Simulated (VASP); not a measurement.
The system is MnO (Manganosite).

```xyz
2
Lattice="0.0000 2.2230 2.2230 2.2230 0.0000 2.2230 2.2230 2.2230 0.0000" Properties=species:S:1:pos:R:3 pbc="T T T"
Mn    0.0000    0.0000    0.0000
O     2.2230    2.2230    2.2230
```

Base run:

* Program: VASP 6.6.1
* Functional: PBE
* Potentials or basis: VASP PAW PBE potentials, release 64 (Mn_pv, O)
* Cutoff: 520 eV
* k mesh: 13 × 13 × 13
* Occupations: fermi-dirac, width 0.15 eV
* Spin: collinear spin, ferromagnetic start
* Starting moments: [2.8, 0.0] μB
* Hubbard terms: Mn d U = 3.0 eV

Its results: pressure 7.1 GPa; net moment 5.00 μB per cell; site moments Mn +4.59; O +0.17 μB.

The run is repeated on the same cell with these changes: hubbard terms from Mn d U = 3.0 eV to Mn d U = 1.5 eV. What comes out?

Pressure 5.1 GPa; net moment 4.96 μB per cell; site moments Mn +4.51; O +0.20 μB.

Caveats: a cell with one magnetic atom can't hold antiferromagnetic order, which such compounds often take.
